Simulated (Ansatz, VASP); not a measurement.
## Zr4Si3 in VASP and in Ansatz

```xyz
7
Lattice="5.5929 0.0000 0.0000 0.0000 5.5929 0.0000 0.0000 0.0000 5.5929" Properties=species:S:1:pos:R:3 pbc="T T T"
Zr    3.9198    1.6731    1.6731
Zr    1.6731    3.9198    1.6731
Zr    1.6731    1.6731    3.9198
Zr    3.9198    3.9198    3.9198
Si    0.0000    0.0000    2.7965
Si    2.7965    0.0000    0.0000
Si    0.0000    2.7965    0.0000
```

Change from the starting cell: species swapped into the Si3As4 type (P-43m, No. 215).

Alike in both runs: functional PBE; k mesh 3 × 3 × 3; occupations gaussian, width 0.2 eV; no spin polarisation.

Ansatz relaxed the structure, and its values are those at the end. VASP's run is a single point on that final structure, the one shown.

|  | VASP | Ansatz |
| --- | --- | --- |
| version | VASP 6.6.1 | Ansatz 0.2.0 |
| potentials or method | VASP PAW PBE potentials, release 64 (Zr_sv, Si), cutoff 500 eV | scalar-relativistic, plane waves, PAW |
| valence electrons in the cell | 60 | 60 |

|  | VASP | Ansatz | Ansatz less VASP |
| --- | --- | --- | --- |
| gap on the k mesh at the Fermi level (eV) | none | none | - |
| pressure (GPa) | 0.5 | 0.5 | -0.03 |
| rms of the force components (eV/Å) | 0.048 | 0.047 | -0.0003 |

A gap of «none» marks a metal or a gap that the smearing closes. With one functional, cell and mesh, what is left measures potentials, basis and numerics.

The k mesh is coarse, so the values compare programs but aren't converged.
